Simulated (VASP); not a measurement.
A run of VASP 6.6.1 is set up as follows.

File INCAR:

```
  ALGO = Normal
  EDIFF = 1E-6
  EDIFFG = -0.01
  ENCUT = 600
  GGA = RP
  IBRION = 2
  ISIF = 3
  ISMEAR = -1
  IVDW = 12
  LASPH = True
  LCHARG = False
  LREAL = False
  LWAVE = False
  NELM = 80
  NSW = 60
  PREC = Accurate
  SIGMA = 0.05
```

KPOINTS

```
k-points
0
Gamma
  9 9 5
```

Contents of POSCAR:

```
ZnO
1.0
    3.2493080000      0.0000000000      0.0000000000
   -1.6246540000      2.8139832727      0.0000000000
    0.0000000000      0.0000000000      5.2057090000
Zn O
2 2
Direct
    0.6666666667      0.3333333333      0.0000000000
    0.3333333333      0.6666666667      0.5000000000
    0.3333333333      0.6666666667      0.8790100000
    0.6666666667      0.3333333333      0.3790100000
```

Potentials or basis: VASP PAW PBE potentials, release 64 (Zn, O).

Launch:

```bash
$ cat potpaw_PBE.64/Zn/POTCAR potpaw_PBE.64/O/POTCAR > POTCAR
$ mpirun -np 1 vasp_std > vasp.out
```

**Question.** Estimate the space group after relaxing (to 0.05 Å).

**Answer.** P6_3mc (No. 186).

**Question.** Predict the relaxed cell.

**Answer.** a = 3.214 Å, b = 3.214 Å, c = 5.139 Å, α = 90.00°, β = 90.00°, γ = 120.00°.

**Question.** Estimate the relaxed volume.

**Answer.** 11.49 Å³/atom.

Forces on the atoms (eV/Å):
```
Zn   0.000  0.000 -0.003
Zn   0.000  0.000 -0.003
O    0.000  0.000  0.003
O    0.000  0.000  0.003
```

Caveat: the PAW data sets were made with another functional, which shifts forces and pressure a little.
